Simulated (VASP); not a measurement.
# YW3 (P4/mmm) in VASP: a series of runs

The runs below take YW3 through single point, relaxation of cell and atoms, with PBE.

All numbers are computed with VASP 6.6.1; they aren't measurements. Logs are shortened: lines on timing, memory, paths and dates and some standing lists are left out, and cuts for length are marked.

**1. The cell of the first run**

Symmetry: P4/mmm, No. 123, tetragonal system. Conventional cell: a = 4.781 Å, b = 4.781 Å, c = 3.161 Å, α = 90.00°, β = 90.00°, γ = 90.00°. Within 3.8 Å of Y (site symmetry 4/mmm) lie 12 W at 2.87 to 3.38 Å and 2 Y at 3.16 Å. Within 3.8 Å of W (site symmetry mmm) lie 4 Y at 2.87 Å and 10 W at 2.87 to 3.38 Å. Within 3.8 Å of W (site symmetry 4/mmm) lie 10 W at 2.87 to 3.16 Å and 4 Y at 3.38 Å.

**2. Single point, PBE**

File INCAR:

```
SYSTEM = YW3
PREC = Accurate
ENCUT = 520
EDIFF = 1E-7
ISMEAR = 0
SIGMA = 0.1
LREAL = .FALSE.
LASPH = .TRUE.
NELM = 60
ALGO = Normal
ISIF = 2
LWAVE = .FALSE.
LCHARG = .FALSE.
GGA = PE
NBANDS = 34
```

File KPOINTS:

```
Automatic mesh
0
G
  4 4 4
  0 0 0
```

File POSCAR:

```
YW3
1.0
    4.7809542697      0.0000000000      0.0000000000
    0.0000000000      4.7809542697      0.0000000000
    0.0000000000      0.0000000000      3.1609772077
Y W
1 3
Direct
    0.0000000000      0.0000000000      0.0000000000
    0.0000000000      0.5000000000      0.5000000000
    0.5000000000      0.0000000000      0.5000000000
    0.5000000000      0.5000000000      0.0000000000
```

Potentials or basis: VASP PAW PBE potentials, release 64 (Y_sv, W_sv).

Command:

```sh
cat potpaw_PBE.64/Y_sv/POTCAR potpaw_PBE.64/W_sv/POTCAR > POTCAR
mpirun -np 1 vasp_std > vasp.out
```

OUTCAR:

```text
SYSTEM = YW3
   PREC = Accurate
   ENCUT = 520
   EDIFF = 1E-7
   ISMEAR = 0
   LREAL = .FALSE.
   LASPH = .TRUE.
   NELM = 60
   ISIF = 2
   GGA = PE

 ion  position               nearest neighbor table
   1  0.000  0.000  0.000-   2 2.87   3 2.87   2 2.87   3 2.87   2 2.87   2 2.87   3 2.87   3 2.87
                             4 3.38   4 3.38   4 3.38   4 3.38
   2  0.000  0.500  0.500-   1 2.87   4 2.87   1 2.87   4 2.87   1 2.87   1 2.87   4 2.87   4 2.87
                             3 3.38   3 3.38   3 3.38   3 3.38
   3  0.500  0.000  0.500-   1 2.87   4 2.87   1 2.87   4 2.87   4 2.87   4 2.87   1 2.87   1 2.87
                             2 3.38   2 3.38   2 3.38   2 3.38
   4  0.500  0.500  0.000-   2 2.87   3 2.87   2 2.87   3 2.87   3 2.87   3 2.87   2 2.87   2 2.87
                             1 3.38   1 3.38   1 3.38   1 3.38

  LATTYP: Found a simple tetragonal cell.
 ALAT       =     4.7809542697
 C/A-ratio  =     0.6611603101

  Lattice vectors:

 A1 = (   4.7809542697,   0.0000000000,   0.0000000000)
 A2 = (   0.0000000000,   4.7809542697,   0.0000000000)
 A3 = (   0.0000000000,   0.0000000000,   3.1609772077)

Analysis of symmetry for initial positions (statically):
=====================================================================
 Subroutine PRICEL returns:
 Original cell was already a primitive cell.

 Routine SETGRP: Setting up the symmetry group for a
 simple tetragonal supercell.

 Subroutine GETGRP returns: Found 16 space group operations
 (whereof 16 operations were pure point group operations)
 out of a pool of 16 trial point group operations.

The static configuration has the point symmetry D_4h.

Analysis of symmetry for dynamics (positions and initial velocities):
=====================================================================
 Subroutine PRICEL returns:
 Original cell was already a primitive cell.

 Routine SETGRP: Setting up the symmetry group for a
 simple tetragonal supercell.

 Subroutine GETGRP returns: Found 16 space group operations
 (whereof 16 operations were pure point group operations)
 out of a pool of 16 trial point group operations.

The dynamic configuration has the point symmetry D_4h.

 Subroutine INISYM returns: Found 16 space group operations
 (whereof 16 operations are pure point group operations),
 and found     1 'primitive' translations

----------------------------------------------------------------------------------------

                                     Primitive cell

  volume of cell :      72.2521

  direct lattice vectors                    reciprocal lattice vectors
     4.780954270  0.000000000  0.000000000     0.209163264  0.000000000  0.000000000
     0.000000000  4.780954270  0.000000000     0.000000000  0.209163264  0.000000000
     0.000000000  0.000000000  3.160977208     0.000000000  0.000000000  0.316357865

  length of vectors
     4.780954270  4.780954270  3.160977208     0.209163264  0.209163264  0.316357865

  position of ions in fractional coordinates (direct lattice)
     0.000000000  0.000000000  0.000000000
     0.000000000  0.500000000  0.500000000
     0.500000000  0.000000000  0.500000000
     0.500000000  0.500000000  0.000000000

  ion indices of the primitive-cell ions
   primitive index   ion index
                 1           1
                 2           2
                 3           3
                 4           4

----------------------------------------------------------------------------------------

 KPOINTS: Automatic mesh

Automatic generation of k-mesh.
 Grid dimensions read from file:
 generate k-points for:    4    4    4

 Generating k-lattice:

  Cartesian coordinates                     Fractional coordinates (reciprocal lattice)
     0.052290816  0.000000000  0.000000000     0.250000000  0.000000000  0.000000000
     0.000000000  0.052290816  0.000000000     0.000000000  0.250000000  0.000000000
     0.000000000  0.000000000  0.079089466     0.000000000  0.000000000  0.250000000

  Length of vectors
     0.052290816  0.052290816  0.079089466

  Shift w.r.t. Gamma in fractional coordinates (k-lattice)
     0.000000000  0.000000000  0.000000000

 Subroutine IBZKPT returns following result:
 ===========================================

 Found     18 irreducible k-points:

 Following reciprocal coordinates:
            Coordinates               Weight
  0.000000  0.000000  0.000000      1.000000
  0.250000  0.000000  0.000000      4.000000
  0.500000  0.000000  0.000000      2.000000
  0.250000  0.250000  0.000000      4.000000
  0.500000  0.250000  0.000000      4.000000
  0.500000  0.500000  0.000000      1.000000
[... 10 lines left out ...]
  0.500000  0.250000  0.500000      4.000000
  0.500000  0.500000  0.500000      1.000000
   k-points           NKPTS =     18   k-points in BZ     NKDIM =     18   number of bands    NBANDS=     34
   number of dos      NEDOS =    301   number of ions     NIONS =      4
   total plane-waves  NPLWV =  31104
   dimension x,y,z NGX =    36 NGY =   36 NGZ =   24
   dimension x,y,z NGXF=    72 NGYF=   72 NGZF=   48
   ions per type =               1   3
   NGX,Y,Z   is equivalent  to a cutoff of  12.52, 12.52, 12.62 a.u.
   NGXF,Y,Z  is equivalent  to a cutoff of  25.04, 25.04, 25.24 a.u.
 SYSTEM =  YW3
   PREC   = accura    normal or accurate (medium, high low for compatibility)
   ISTART =      0    job   : 0-new  1-cont  2-samecut
   ICHARG =      2    charge: 1-file 2-atom 10-const
   ISPIN  =      1    spin polarized calculation?
   LNONCOLLINEAR =      F non collinear calculations
   LSORBIT =      F    spin-orbit coupling
   LASPH  =      T    aspherical Exc in radial PAW
   ENCUT  =  520.0 eV  38.22 Ry    6.18 a.u.   8.89  8.89  5.88*2*pi/ulx,y,z
   NELM   =     60;   NELMIN=  2; NELMDL= -5     # of ELM steps
   EDIFF  = 0.1E-06   stopping-criterion for ELM
   LREAL  =      F    real-space projection
   EDIFFG = 0.1E-05   stopping-criterion for IOM
   NSW    =      0    number of steps for IOM
   IBRION =     -1    ionic relax: 0-MD 1-quasi-New 2-CG
   NFREE  =      0    steps in history (QN), initial steepest desc. (CG)
   ISIF   =      2    stress and relaxation
   ISYM   =      2    0-nonsym 1-usesym 2-fastsym
   POTIM  = 0.5000    time-step for ionic-motion
   TEBEG  =    0.0;   TEEND  =   0.0 temperature during run
   PSTRESS=    0.0 pullay stress
   NELECT =      53.0000    total number of electrons
   NUPDOWN=      -1.0000    fix difference up-down
   EMIN   =  10.00;   EMAX   =-10.00  energy-range for DOS
   EFERMI =   0.00;   METHOD = LEGACY
   ISMEAR =     0;   SIGMA  =   0.10  broadening in eV -4-tet -1-fermi 0-gaus
   EFERMI_NEDOS =   21; number of points for ismear=-14 and -15
   IALGO  =     38    algorithm
   IMIX   =      4    mixing-type and parameters
     AMIX     =   0.40;   BMIX     =  1.00
     AMIX_MAG =   1.60;   BMIX_MAG =  1.00
  volume/ion in A,a.u.               =      18.06       121.90
  Fermi-wavevector in a.u.,A,eV,Ry     =   1.476443  2.790072 29.659111  2.179883
  Thomas-Fermi vector in A             =   2.590969
   LORBIT       =      0    0 simple, 1 ext, 2 COOP (PROOUT), +10 PAW based schemes
   GGA     = PE    functional components
   LHFCALC =     F    Hartree Fock is set to
   AEXX    =    0.0000 exact exchange contribution
   IVDW    =     0    specifies the selected vdW correction
   LEPSILON=     F    determine dielectric tensor
   LRPA    =     F    only Hartree local field effects (RPA)
 non-spin polarized calculation
 Gauss-broadening in eV      SIGMA  =   0.10
  energy-cutoff  :      520.00
  volume of cell :       72.25
 maximum number of plane-waves:      1992
 NGX is ok and might be reduce to    36
   NGX = 17   NGY = 17   NGZ = 11

 number of electron      52.9999994 magnetization

 Free energy of the ion-electron system (eV)
  ---------------------------------------------------
  ext. energy  EPLUGINS =         0.00000000
  ---------------------------------------------------
  free energy    TOTEN  =       -42.98643062 eV

  energy without entropy =      -42.97277290  energy(sigma->0) =      -42.97960176

 E-fermi :   8.4097     XC(G=0): -12.6786

 val. band max:        8.3955164553   @ k =   0.0000   0.0000   0.5000
 cond. band min:       8.4451225618   @ k =   0.5000   0.2500   0.2500
 fundamental gap:      0.0496061065
 Fermi energy:         8.4097391237

 k-point     1 :       0.0000    0.0000    0.0000
  band No.  band energies     occupation
      1     -65.4004      2.00000
      2     -65.1905      2.00000
      3     -65.1868      2.00000
      4     -32.2760      2.00000
      5     -29.8473      2.00000
      6     -29.8473      2.00000
[... 26 lines left out ...]
     33      12.7021      0.00000
     34      13.4531      0.00000

 k-point     2 :       0.2500    0.0000    0.0000
  band No.  band energies     occupation
      1     -65.3978      2.00000
      2     -65.1918      2.00000
      3     -65.1880      2.00000
      4     -32.2929      2.00000
      5     -29.8389      2.00000
      6     -29.7450      2.00000
[... 26 lines left out ...]
     33      12.0649      0.00000
     34      12.3584      0.00000

 k-point     3 :       0.5000    0.0000    0.0000
  band No.  band energies     occupation
      1     -65.3953      2.00000
      2     -65.1939      2.00000
      3     -65.1885      2.00000
      4     -32.3095      2.00000
      5     -29.8302      2.00000
      6     -29.5682      2.00000
[... 26 lines left out ...]
     33      11.1807      0.00000
     34      11.6312      0.00000
[... 482 lines left out ...]
 k-point    17 :       0.5000    0.2500    0.5000
  band No.  band energies     occupation
      1     -65.3814      2.00000
      2     -65.1850      2.00000
      3     -65.1850      2.00000
      4     -32.1750      2.00000
      5     -29.8903      2.00000
      6     -29.7985      2.00000
[... 26 lines left out ...]
     33      12.3427      0.00000
     34      12.5162      0.00000

 k-point    18 :       0.5000    0.5000    0.5000
  band No.  band energies     occupation
      1     -65.3814      2.00000
      2     -65.1850      2.00000
      3     -65.1850      2.00000
      4     -32.1668      2.00000
      5     -29.9443      2.00000
      6     -29.8086      2.00000
[... 26 lines left out ...]
     33      12.0783      0.00000
     34      12.0783      0.00000

------------------------ aborting loop because EDIFF is reached ----------------------------------------

  FORCE on cell =-STRESS in cart. coord.  units (eV):
  Direction    XX          YY          ZZ          XY          YZ          ZX
  --------------------------------------------------------------------------------------
  -------------------------------------------------------------------------------------
  Total        0.0245420      0.0245420      0.0342115      0.0000000     -0.0000000      0.0000000
  in kB        0.5442154      0.5442154      0.7586330      0.0000000     -0.0000000      0.0000000
  external PRESSURE =       0.6156879 kB  Pullay stress =       0.0000000 kB

 VOLUME and BASIS-vectors are now :
 -----------------------------------------------------------------------------
  energy-cutoff  :      520.00
  volume of cell :       72.25
      direct lattice vectors                 reciprocal lattice vectors
     4.780954270  0.000000000  0.000000000     0.209163264  0.000000000  0.000000000
     0.000000000  4.780954270  0.000000000     0.000000000  0.209163264  0.000000000
     0.000000000  0.000000000  3.160977208     0.000000000  0.000000000  0.316357865

 POSITION                                       TOTAL-FORCE (eV/Angst)
 -----------------------------------------------------------------------------------
      0.00000      0.00000      0.00000         0.000000      0.000000      0.000000
      0.00000      2.39048      1.58049         0.000000      0.000000      0.000000
      2.39048      0.00000      1.58049         0.000000      0.000000      0.000000
      2.39048      2.39048      0.00000         0.000000      0.000000      0.000000
 -----------------------------------------------------------------------------------
    total drift:                                0.000000      0.000000      0.000000

  FREE ENERGIE OF THE ION-ELECTRON SYSTEM (eV)
  ---------------------------------------------------
  free  energy   TOTEN  =       -42.9864306207 eV

  energy  without entropy=      -42.9727728962  energy(sigma->0) =      -42.97960176
```

Run time: 45 s. Hardware: 1 thread of Oxide Virtual Turin-like, shared host; peak memory 0.17 GiB.

What came out:

| Property | Result |
| --- | --- |
| Free energy | -42.9864 eV |
| Pressure | 0.1 GPa |
| Band gap on the k mesh | zero (an odd number of electrons rules out a gap without spin polarisation) |

Caveat: the k points lie up to 0.50 Å⁻¹ apart, too coarse for converged energies and pressures of a metal; spin-orbit coupling is left out, which moves the levels of the heavy elements.

[end of part 1 of 2]

The gap in the log of VASP goes by the Fermi energy; the results here count the filled bands.